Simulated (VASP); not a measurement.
Wanted: the native input for a VASP 6.6.1 run.

```yaml
Task: single point
Functional: PBE
Potentials_or_basis: VASP PAW PBE potentials, release 64 (Ga_d, P, N)
Cutoff: 520 eV
k_mesh: 8 × 8 × 8
Occupations: gaussian, width 0.02 eV
Spin: no spin polarisation
Dipole_correction: no
Further_INCAR_settings: ALGO = Normal; EDIFF = 1e-06; NBANDS = 46
```

The structure of Ga2PN lies in POSCAR:

```
Ga2PN
1.0
   -2.5232029151      2.5232029151      4.9497996513
    2.5232029151     -2.5232029151      4.9497996513
    2.5232029151      2.5232029151     -4.9497996513
Ga P N
4 2 2
Direct
    0.5673436759      0.6250000000      0.4423436759
    0.1826563241      0.1250000000      0.5576563241
    0.8750000000      0.4326563241      0.0576563241
    0.3750000000      0.8173436759      0.9423436759
    0.0000000000      0.0000000000      0.0000000000
    0.7500000000      0.2500000000      0.5000000000
    0.5000000000      0.5000000000      0.0000000000
    0.2500000000      0.7500000000      0.5000000000
```

These files were run (other wordings do the same):

INCAR

```
SYSTEM = Ga2PN
PREC = Accurate
ENCUT = 520
EDIFF = 1E-6
ISMEAR = 0
SIGMA = 0.02
LREAL = .False.
LASPH = .True.
NELM = 80
ALGO = Normal
ISIF = 2
LWAVE = .False.
LCHARG = .True.
GGA = PE
LELF = .True.
LVHAR = .True.
NBANDS = 46
```

KPOINTS

```
regular mesh
0
Gamma
  8 8 8
  0 0 0
```

Potentials or basis: VASP PAW PBE potentials, release 64 (Ga_d, P, N).

Launch:

```console
$ cat potpaw_PBE.64/Ga_d/POTCAR potpaw_PBE.64/P/POTCAR potpaw_PBE.64/N/POTCAR > POTCAR
$ mpirun -np 1 vasp_std > vasp.out
```

It gave:

```
Pressure               : -0.1 GPa
Largest force          : 0.025 eV/Å
Band gap on the k mesh : 1.13 eV
```

It took 5.8 min on 1 thread of Intel(R) Xeon(R) Platinum 8488C (Sapphire Rapids), with other jobs on the host, peak memory 0.48 GiB.
